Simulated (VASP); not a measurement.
**Al: relaxation of cell and atoms with PBE**

The system is Al.

```
CELL_PARAMETERS angstrom
0.00000 2.53937 2.53937
2.53937 0.00000 2.53937
2.53937 2.53937 0.00000
ATOMIC_POSITIONS crystal
Al 0.87500 0.87500 0.87500
Al 0.12500 0.12500 0.12500
```

```
Program                : VASP 6.6.1
Task                   : relaxation of cell and atoms
Functional             : PBE
Potentials or basis    : VASP PAW PBE potentials, release 64 (Al)
Cutoff                 : 600 eV
k mesh                 : 14 × 14 × 14
Occupations            : fermi-dirac, width 0.1 eV
Spin                   : no spin polarisation
Target pressure        : 54 GPa
Dipole correction      : no
Further INCAR settings : ALGO = Normal; EDIFF = 1e-06; IBRION = 2; EDIFFG = -0.005; NSW = 32; ISIF = 3
```

```
Relaxed volume                                         : 16.39 Å³/atom
Relaxed cell                                           : a = 3.592 Å, b = 3.592 Å, c = 3.592 Å, α = 60.00°, β = 60.00°, γ = 60.00°
Space group after relaxing (to 0.05 Å)                 : Fd-3m (No. 227)
Energy change on relaxing (the enthalpy is what falls) : -4.8 meV/atom
Ionic steps                                            : 3
Pressure after relaxing                                : 54.0 GPa
Band gap on the k mesh                                 : zero (band 3 reaches 10.35 eV, above the bottom of band 4 at 4.50 eV)
```

Step by step:
```
step  energy change (eV)  largest force (eV/Å)  pressure (GPa)  volume (Å³)
   1              0.0000                0.0000           54.18        32.75
   2             -0.0286                0.0000           53.65        32.83
   3             -0.0096                0.0000           54.00        32.78
```

Final structure:
```yaml
crystal:
  lattice:
    - [0.00000, 2.54010, 2.54010]
    - [2.54010, 0.00000, 2.54010]
    - [2.54010, 2.54010, 0.00000]
  atoms:
    - { symbol: Al, position: [0.87500, 0.87500, 0.87500] }
    - { symbol: Al, position: [0.12500, 0.12500, 0.12500] }
```

Levels at points of the mesh, in eV from the Fermi level:
| k point | band 1 | band 2 | band 3 | band 4 | band 5 | band 6 |
| --- | --- | --- | --- | --- | --- | --- |
| (0.00, 0.00, 0.00) | -10.56 | 3.26 | 3.26 | 3.26 | 5.01 | 5.01 |
| (0.50, 0.00, 0.00) | -7.13 | -5.62 | 1.91 | 1.91 | 4.77 | 4.77 |
| (0.50, 0.50, 0.00) | -5.23 | -5.23 | -0.59 | -0.59 | 1.89 | 1.89 |

Wall time 25 s on 1 thread of Intel(R) Xeon(R) Platinum 8488C (Sapphire Rapids), on a shared host, peak memory 0.17 GiB.

Caveat: the cell is relaxed towards a set pressure, so the enthalpy falls and the energy may rise.
